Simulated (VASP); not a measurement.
# La2O3 (P-3m1) in VASP: further runs

La2O3 is run at these levels: r2SCAN; tasks: single point, relaxation of cell and atoms.

Everything below comes from runs of VASP 6.6.1. Logs are shortened: lines on timing, memory, paths and dates and some standing lists are left out, and cuts for length are marked.

## 1. The cell of the first run

The structure is trigonal, space group P-3m1 (No. 164). Conventional cell: a = 3.935 Å, b = 3.935 Å, c = 6.126 Å, α = 90.00°, β = 90.00°, γ = 120.00°. Within 3.1 Å of La (site symmetry 3m) lie 7 O at 2.37 to 2.73 Å. O (site symmetry 3m) has 4 La at 2.37 to 2.45 Å and 6 O at 2.89 to 3.14 Å within 3.2 Å. O (site symmetry -3m) has 6 La at 2.73 Å and 6 O at 3.14 Å within 3.6 Å.

## 2. Single point, r2SCAN

POSCAR reads:

```
La2O3
1.0
    3.9352899354      0.0000000000      0.0000000000
   -1.9676449677      3.4080610553      0.0000000000
    0.0000000000      0.0000000000      6.1263577909
La O
2 3
Direct
    0.6666666667      0.3333333333      0.7538625560
    0.3333333333      0.6666666667      0.2461374440
    0.6666666667      0.3333333333      0.3538862093
    0.3333333333      0.6666666667      0.6461137907
    0.0000000000      0.0000000000      0.0000000000
```

INCAR.step1 reads:

```
SYSTEM = La2O3
PREC     = Accurate       ! precision mode
ENCUT    = 520            ! plane-wave cutoff, eV
ISMEAR   = 0              ! smearing method
SIGMA    = 0.02           ! smearing width, eV
LREAL    = .FALSE.        ! projectors in reciprocal space
LASPH    = .TRUE.         ! aspherical terms in the spheres
NELM     = 100            ! most SCF steps
NBANDS   = 28             ! bands
GGA      = PE             ! functional
ALGO     = Normal         ! electronic algorithm
EDIFF    = 1E-4           ! SCF threshold, eV
LWAVE    = .TRUE.         ! write WAVECAR
LCHARG   = .FALSE.        ! write CHGCAR
```

INCAR.step2 reads:

```
SYSTEM = La2O3
PREC     = Accurate       ! precision mode
ENCUT    = 520            ! plane-wave cutoff, eV
EDIFF    = 1E-6           ! SCF threshold, eV
ISMEAR   = 0              ! smearing method
SIGMA    = 0.02           ! smearing width, eV
LREAL    = .FALSE.        ! projectors in reciprocal space
LASPH    = .TRUE.         ! aspherical terms in the spheres
NELM     = 100            ! most SCF steps
ALGO     = Normal         ! electronic algorithm
ISIF     = 2              ! what is computed and relaxed
LWAVE    = .FALSE.        ! write WAVECAR
LCHARG   = .FALSE.        ! write CHGCAR
METAGGA  = R2SCAN         ! meta-GGA
LMIXTAU  = .TRUE.       
NBANDS   = 28             ! bands
ISTART   = 1
```

KPOINTS reads:

```
Automatic mesh
0
G
  6 6 4
  0 0 0
```

Potentials or basis: VASP PAW PBE potentials, release 64 (La, O).

Launch:

```
cat potpaw_PBE.64/La/POTCAR potpaw_PBE.64/O/POTCAR > POTCAR
cp INCAR.step1 INCAR
mpirun -np 1 vasp_std > vasp.out
cp INCAR.step2 INCAR
mpirun -np 1 vasp_std > vasp.out
```

OUTCAR:

```text
SYSTEM = La2O3
   PREC = Accurate
   ENCUT = 520
   EDIFF = 1E-6
   ISMEAR = 0
   LREAL = .FALSE.
   LASPH = .TRUE.
   NELM = 100
   ISIF = 2
   METAGGA = R2SCAN
   ISTART = 1

 ion  position               nearest neighbor table
   1  0.667  0.333  0.754-   4 2.37   4 2.37   4 2.37   3 2.45   5 2.73   5 2.73   5 2.73
   2  0.333  0.667  0.246-   3 2.37   3 2.37   3 2.37   4 2.45   5 2.73   5 2.73   5 2.73
   3  0.667  0.333  0.354-   2 2.37   2 2.37   2 2.37   1 2.45
   4  0.333  0.667  0.646-   1 2.37   1 2.37   1 2.37   2 2.45
   5  0.000  0.000  0.000-   1 2.73   2 2.73   2 2.73   1 2.73   1 2.73   2 2.73

  LATTYP: Found a hexagonal cell.
 ALAT       =     3.9352899354
 C/A-ratio  =     1.5567741873

  Lattice vectors:

 A1 = (   3.9352899354,   0.0000000000,   0.0000000000)
 A2 = (  -1.9676449677,   3.4080610553,   0.0000000000)
 A3 = (   0.0000000000,   0.0000000000,   6.1263577909)

Analysis of symmetry for initial positions (statically):
=====================================================================
 Subroutine PRICEL returns:
 Original cell was already a primitive cell.

 Routine SETGRP: Setting up the symmetry group for a
 hexagonal supercell.

 Subroutine GETGRP returns: Found 12 space group operations
 (whereof 12 operations were pure point group operations)
 out of a pool of 24 trial point group operations.

The static configuration has the point symmetry D_3d.

Analysis of symmetry for dynamics (positions and initial velocities):
=====================================================================
 Subroutine PRICEL returns:
 Original cell was already a primitive cell.

 Routine SETGRP: Setting up the symmetry group for a
 hexagonal supercell.

 Subroutine GETGRP returns: Found 12 space group operations
 (whereof 12 operations were pure point group operations)
 out of a pool of 24 trial point group operations.

The dynamic configuration has the point symmetry D_3d.

 Subroutine INISYM returns: Found 12 space group operations
 (whereof 12 operations are pure point group operations),
 and found     1 'primitive' translations

----------------------------------------------------------------------------------------

                                     Primitive cell

  volume of cell :      82.1649

[... 92 lines left out ...]
   NELM   =    100;   NELMIN=  2; NELMDL=  0     # of ELM steps
   EDIFF  = 0.1E-05   stopping-criterion for ELM
   LREAL  =      F    real-space projection
   EDIFFG = 0.1E-04   stopping-criterion for IOM
   NSW    =      0    number of steps for IOM
   IBRION =     -1    ionic relax: 0-MD 1-quasi-New 2-CG
   NFREE  =      0    steps in history (QN), initial steepest desc. (CG)
   ISIF   =      2    stress and relaxation
   ISYM   =      2    0-nonsym 1-usesym 2-fastsym
   POTIM  = 0.5000    time-step for ionic-motion
   TEBEG  =    0.0;   TEEND  =   0.0 temperature during run
   PSTRESS=    0.0 pullay stress
   NELECT =      40.0000    total number of electrons
   NUPDOWN=      -1.0000    fix difference up-down
   EMIN   =  10.00;   EMAX   =-10.00  energy-range for DOS
   EFERMI =   0.00;   METHOD = LEGACY
   ISMEAR =     0;   SIGMA  =   0.02  broadening in eV -4-tet -1-fermi 0-gaus
   EFERMI_NEDOS =   21; number of points for ismear=-14 and -15
   IALGO  =     38    algorithm
   IMIX   =      4    mixing-type and parameters
     AMIX     =   0.40;   BMIX     =  1.00
     AMIX_MAG =   1.60;   BMIX_MAG =  1.00
  volume/ion in A,a.u.               =      16.43       110.90
  Fermi-wavevector in a.u.,A,eV,Ry     =   1.287852  2.433688 22.566122  1.658563
  Thomas-Fermi vector in A             =   2.419841
   LORBIT       =      0    0 simple, 1 ext, 2 COOP (PROOUT), +10 PAW based schemes
   METAGGA = R2SCAN    functional components
   LHFCALC =     F    Hartree Fock is set to
   AEXX    =    0.0000 exact exchange contribution
   IVDW    =     0    specifies the selected vdW correction
   LEPSILON=     F    determine dielectric tensor
   LRPA    =     F    only Hartree local field effects (RPA)
 non-spin polarized calculation
 Gauss-broadening in eV      SIGMA  =   0.02
  energy-cutoff  :      520.00
  volume of cell :       82.16
 maximum number of plane-waves:      2249
 NGX is ok and might be reduce to    30
   NGX = 15   NGY = 15   NGZ = 23

 number of electron      39.9999991 magnetization

 Free energy of the ion-electron system (eV)
  ---------------------------------------------------
  ext. energy  EPLUGINS =         0.00000000
  ---------------------------------------------------
  free energy    TOTEN  =       -96.05765967 eV

  energy without entropy =      -96.05765967  energy(sigma->0) =      -96.05765967

 E-fermi :   5.7954     XC(G=0): -11.0778

 val. band max:        5.6785809424   @ k =   0.5000  -0.0000   0.5000
 cond. band min:       9.9179872677   @ k =   0.3333   0.3333   0.0000
 fundamental gap:      4.2394063252
 Fermi energy:         5.7953882847

 k-point     1 :       0.0000    0.0000    0.0000
  band No.  band energies     occupation
      1     -25.0672      2.00000
      2     -24.8170      2.00000
      3     -12.1252      2.00000
      4     -11.0037      2.00000
      5     -10.4956      2.00000
      6      -8.0635      2.00000
[... 733 lines left out ...]
     27      11.6956      0.00000
     28      11.7278      0.00000

------------------------ aborting loop because EDIFF is reached ----------------------------------------

  FORCE on cell =-STRESS in cart. coord.  units (eV):
  Direction    XX          YY          ZZ          XY          YZ          ZX
  --------------------------------------------------------------------------------------
  -------------------------------------------------------------------------------------
  Total       -0.3004022     -0.3004022     -0.2401799     -0.0000000      0.0000000     -0.0000000
  in kB       -5.8577014     -5.8577014     -4.6833958     -0.0000000      0.0000000     -0.0000000
  external PRESSURE =      -5.4662662 kB  Pullay stress =       0.0000000 kB

 VOLUME and BASIS-vectors are now :
 -----------------------------------------------------------------------------
  energy-cutoff  :      520.00
  volume of cell :       82.16
      direct lattice vectors                 reciprocal lattice vectors
     3.935289935  0.000000000  0.000000000     0.254110883  0.146710987  0.000000000
    -1.967644968  3.408061055  0.000000000     0.000000000  0.293421973  0.000000000
     0.000000000  0.000000000  6.126357791     0.000000000  0.000000000  0.163229121

 POSITION                                       TOTAL-FORCE (eV/Angst)
 -----------------------------------------------------------------------------------
      1.96764      1.13602      4.61843        -0.000000      0.000000     -0.026034
     -0.00000      2.27204      1.50793         0.000000     -0.000000      0.026034
      1.96764      1.13602      2.16803        -0.000000      0.000000     -0.006477
     -0.00000      2.27204      3.95832         0.000000      0.000000      0.006477
      0.00000      0.00000      0.00000         0.000000      0.000000      0.000000
 -----------------------------------------------------------------------------------
    total drift:                               -0.000000      0.000000      0.000000

  FREE ENERGIE OF THE ION-ELECTRON SYSTEM (eV)
  ---------------------------------------------------
  free  energy   TOTEN  =       -96.0576596718 eV

  energy  without entropy=      -96.0576596718  energy(sigma->0) =      -96.05765967
```

OUTCAR.step1:

```text
SYSTEM = La2O3
   PREC = Accurate
   ENCUT = 520
   ISMEAR = 0
   LREAL = .FALSE.
   LASPH = .TRUE.
[... 975 lines left out ...]
      1.96764      1.13602      2.16803         0.000000      0.000000     -0.006239
     -0.00000      2.27204      3.95832        -0.000000      0.000000      0.006239
      0.00000      0.00000      0.00000         0.000000      0.000000      0.000000
 -----------------------------------------------------------------------------------
    total drift:                               -0.000000      0.000000      0.000000

  FREE ENERGIE OF THE ION-ELECTRON SYSTEM (eV)
  ---------------------------------------------------
  free  energy   TOTEN  =       -41.8209983142 eV

  energy  without entropy=      -41.8209983142  energy(sigma->0) =      -41.82099831
```

It took 9.7 min on 1 thread of Intel Xeon 8259CL, shared host; peak memory 0.24 GiB.

Results:

```yaml
Free_energy: -96.0577 eV
Pressure: -0.5 GPa
Largest_force: 0.026 eV/Å
Band_gap_on_the_k_mesh: 4.24 eV (least direct gap 4.36 eV)
```

Forces on the atoms (eV/Å):
```
La   0.000  0.000 -0.026
La   0.000  0.000  0.026
O    0.000  0.000 -0.006
O    0.000  0.000  0.006
O    0.000  0.000  0.000
```

Stress tensor (GPa, compression positive):
```
-0.59  0.00  0.00
 0.00 -0.59  0.00
 0.00  0.00 -0.47
```

Levels at points of the mesh, in eV from the valence-band top:
| k point | band 16 | band 17 | band 18 | band 19 | band 20 | band 21 | band 22 | band 23 | band 24 | band 25 |
| --- | --- | --- | --- | --- | --- | --- | --- | --- | --- | --- |
| (0.00, 0.00, 0.00) | -2.12 | -1.64 | -0.38 | -0.38 | -0.11 | 4.78 | 5.11 | 5.11 | 5.74 | 5.98 |
| (0.50, 0.00, 0.00) | -0.75 | -0.74 | -0.67 | -0.42 | -0.30 | 4.30 | 5.26 | 5.77 | 5.81 | 5.90 |
| (0.00, 0.00, 0.50) | -1.92 | -0.99 | -0.76 | -0.28 | -0.28 | 5.23 | 5.27 | 5.27 | 5.52 | 6.03 |
| (0.50, 0.00, 0.50) | -1.02 | -0.96 | -0.70 | -0.37 | 0.00 | 4.92 | 5.08 | 5.70 | 5.81 | 5.87 |

Caveat: the PAW data sets were made with another functional, which shifts forces and pressure a little; spin-orbit coupling is left out, which moves the levels of the heavy elements.

## 3. Relaxation of cell and atoms, r2SCAN

This run uses another cell than the first one, of 16.36 Å³/atom.

POSCAR reads:

```
La2O3
1.0
    3.9307778800      0.0000000000      0.0000000000
   -1.9653889400      3.4041535000      0.0000000000
    0.0000000000      0.0000000000      6.1119535200
La O
2 3
Direct
    0.6666666700      0.3333333300      0.7537643200
    0.3333333300      0.6666666700      0.2462356800
    0.6666666700      0.3333333300      0.3541093500
    0.3333333300      0.6666666700      0.6458906500
    0.0000000000      0.0000000000      0.0000000000
```

INCAR.step1 reads:

```
SYSTEM = La2O3
PREC = Accurate
ENCUT = 600
ISMEAR = 0
SIGMA = 0.02
LREAL = .FALSE.
LASPH = .TRUE.
NELM = 60
GGA = PE
ALGO = Normal
EDIFF = 1E-4
LWAVE = .TRUE.
LCHARG = .FALSE.
```

INCAR.step2 reads:

```
SYSTEM = La2O3
PREC = Accurate
ENCUT = 600
EDIFF = 1E-7
ISMEAR = 0
SIGMA = 0.02
LREAL = .FALSE.
LASPH = .TRUE.
NELM = 60
ALGO = Normal
ISIF = 3
LWAVE = .FALSE.
LCHARG = .FALSE.
METAGGA = R2SCAN
LMIXTAU = .TRUE.
IBRION = 2
NSW = 100
EDIFFG = -0.005
ISTART = 1
```

KPOINTS reads:

```
regular mesh
0
G
  6 6 4
  0 0 0
```

Potentials or basis: VASP PAW PBE potentials, release 64 (La, O).

Launch:

```
cat potpaw_PBE.64/La/POTCAR potpaw_PBE.64/O/POTCAR > POTCAR
cp INCAR.step1 INCAR
mpirun -np 1 vasp_std > vasp.out
cp INCAR.step2 INCAR
mpirun -np 1 vasp_std > vasp.out
```

Wall time 23 min (1 thread of Intel Xeon 8259CL, shared host); peak memory 0.28 GiB.

The run converged. Its results:

```yaml
Free_energy: -96.0673 eV
Energy_gained_by_relaxing: 0.0 meV/atom
Ionic_steps: 4
Pressure_after_relaxing: 0.0 GPa
Band_gap_on_the_k_mesh: 4.25 eV (least direct gap 4.36 eV)
```

Forces in eV/Å, atoms in the order of the input:
```
La   0.000  0.000  0.002
La   0.000  0.000 -0.002
O    0.000  0.000 -0.002
O    0.000  0.000  0.002
O    0.000  0.000  0.000
```

Final structure:
```
La O
1.0
     3.92959    0.00000    0.00000
    -1.96480    3.40313    0.00000
     0.00000    0.00000    6.11619
La O
2 3
Direct
  0.66667 0.33333 0.75392
  0.33333 0.66667 0.24608
  0.66667 0.33333 0.35386
  0.33333 0.66667 0.64614
  0.00000 0.00000 0.00000
```

Levels at points of the mesh, in eV from the valence-band top:
```
           k point  band 16  band 17  band 18  band 19  band 20  band 21  band 22  band 23  band 24
(0.00, 0.00, 0.00)    -2.12    -1.65    -0.39    -0.39    -0.12     4.80     5.12     5.12     5.77
(0.50, 0.00, 0.00)    -0.76    -0.75    -0.68    -0.42    -0.30     4.31     5.27     5.79     5.83
(0.00, 0.00, 0.50)    -1.93    -0.99    -0.77    -0.29    -0.29     5.24     5.28     5.28     5.54
(0.50, 0.00, 0.50)    -1.02    -0.96    -0.71    -0.37     0.00     4.93     5.10     5.72     5.83
```

Caveat: the PAW data sets were made with another functional, which shifts forces and pressure a little; spin-orbit coupling is left out, which moves the levels of the heavy elements.
